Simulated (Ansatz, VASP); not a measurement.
## One calculation of NbP, two programs

```xyz
4
Lattice="-1.6749 1.6749 5.7401 1.6749 -1.6749 5.7401 1.6749 1.6749 -5.7401" Properties=species:S:1:pos:R:3 pbc="T T T"
Nb    1.6749    0.0000    2.8687
Nb    0.0000    0.0000    5.7387
P     0.0000    1.6749    3.8200
P     0.0000    0.0000    0.9500
```

Alike in both runs: functional revPBE; k mesh 11 × 11 × 11; occupations fermi-dirac, width 0.05 eV; no spin polarisation.

|  | VASP | Ansatz |
| --- | --- | --- |
| version | VASP 6.6.1 | Ansatz 0.2.0 |
| potentials or method | VASP PAW PBE potentials, release 64 (Nb_sv, P) | Ansatz PAW |
| plane-wave cutoff (eV) | 520 | 420 |
| valence electrons in the cell | 36 | 36 |
| task | single point | band structure |

Ansatz gave:

| Quantity | Value |
| --- | --- |
| gap on the k mesh at the Fermi level (eV) | none |
| pressure (GPa) | 0.8 |
| traceless stress, the component that is largest in VASP (GPa) | -0.34 |
| rms of the force components (eV/Å) | 0.009 |

Q: Estimate VASP's values.

A: gap on the k mesh at the Fermi level (eV): none; pressure (GPa): 0.3; traceless stress, the component that is largest in VASP (GPa): -0.31; rms of the force components (eV/Å): 0.008.

VASP's potentials were made for PBE, not for revPBE. Atom by atom the forces differ by 0.001 eV/Å (rms over components). A gap of «none» marks a metal or a gap that the smearing closes.
